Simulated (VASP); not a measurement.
Input of a VASP 6.6.1 run:

File INCAR:

```
SYSTEM = SnO2
PREC = Accurate ; ENCUT = 600
EDIFF = 1E-7 ; ISMEAR = 0
SIGMA = 0.02 ; LREAL = .False.
LASPH = .True. ; NELM = 100
ALGO = Normal ; ISIF = 3
LWAVE = .False. ; LCHARG = .False.
GGA = PE ; IBRION = 2
NSW = 70 ; EDIFFG = -0.008
PSTRESS = 400.0
```

Contents of KPOINTS:

```
Automatic mesh
0
Gamma
  6 6 10
  0 0 0
```

File POSCAR:

```
SnO2
1.0
    4.5380770101      0.0000000000      0.0000000000
    0.0000000000      4.5384297043      0.0000000000
    0.0000000000      0.0000000000      3.1096306174
Sn O
2 4
Direct
    0.5000000000      0.5000000000      0.5000000000
    0.0000000000      0.0000000000      0.0000000000
    0.3053074733      0.3054259035      0.0000000000
    0.8053074733      0.1945740965      0.5000000000
    0.1946925267      0.8054259035      0.5000000000
    0.6946925267      0.6945740965      0.0000000000
```

Potentials or basis: VASP PAW PBE potentials, release 64 (Sn_d, O).

The run is started by

```bash
$ cat potpaw_PBE.64/Sn_d/POTCAR potpaw_PBE.64/O/POTCAR > POTCAR
$ mpirun -np 1 vasp_std > vasp.out
```

(1) Estimate the relaxed volume.

(2) What does it give for the band gap on the k mesh?

(3) Predict the relaxed cell.

Results:

(1) 10.75 Å³/atom.

(2) 2.43 eV.

(3) a = 4.527 Å, b = 4.528 Å, c = 3.147 Å, α = 90.00°, β = 90.00°, γ = 90.00°.

Caveat: the cell is relaxed towards a set pressure, so the run minimises the enthalpy, not the energy; spin-orbit coupling is left out, which moves the levels of the heavy elements.
